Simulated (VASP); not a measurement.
Wanted: the native input for a VASP 6.6.1 run.

```
Task                   : electric field gradients
Functional             : LDA
Potentials or basis    : VASP PAW LDA potentials, release 64 (Ti_sv)
Cutoff                 : 520 eV
k mesh                 : 15 × 15 × 15
Occupations            : fermi-dirac, width 0.05 eV
Spin                   : no spin polarisation
Dipole correction      : no
Further INCAR settings : ALGO = Normal; EDIFF = 1e-08; NBANDS = 12
```

The structure of Ti lies in POSCAR:

```
Ti
1.0
    0.0000000000      2.0300000000      2.0909000000
    2.0300000000      0.0000000000      2.0909000000
    2.0300000000      2.0300000000      0.0000000000
Ti
1
Direct
    0.0000000000      0.0000000000      0.0000000000
```

This cell differs from its parent crystal: zz strain of +3 %.

One way to write it, as run:

INCAR

```
PREC = Accurate ; ENCUT = 520
EDIFF = 1E-8 ; ISMEAR = -1
SIGMA = 0.05 ; LREAL = False
LASPH = True ; NELM = 100
ALGO = Normal ; ISIF = 2
LWAVE = False ; LCHARG = False
GGA = CA ; LEFG = True
NBANDS = 12
```

KPOINTS

```
regular mesh
0
Gamma
  15 15 15
```

Potentials or basis: VASP PAW LDA potentials, release 64 (Ti_sv).

The run is started by

```console
$ cat potpaw_LDA.64/Ti_sv/POTCAR > POTCAR
$ mpirun -np 1 vasp_std > vasp.out
```

Results of the run:

```json
{
 "Pressure": "-7.9 GPa",
 "Band gap on the k mesh": "zero (band 6 reaches 8.85 eV, above the bottom of band 7 at 7.72 eV)"
}
```

Caveat: the cell differs from its parent crystal (zz strain of +3 %); without QUAD_EFG the Cq values of the log hold for a quadrupole moment of 1 mb, not for the nuclei.

It took 2.6 min on 1 thread of AMD EPYC 7R13, with other jobs on the host, peak memory 0.14 GiB.
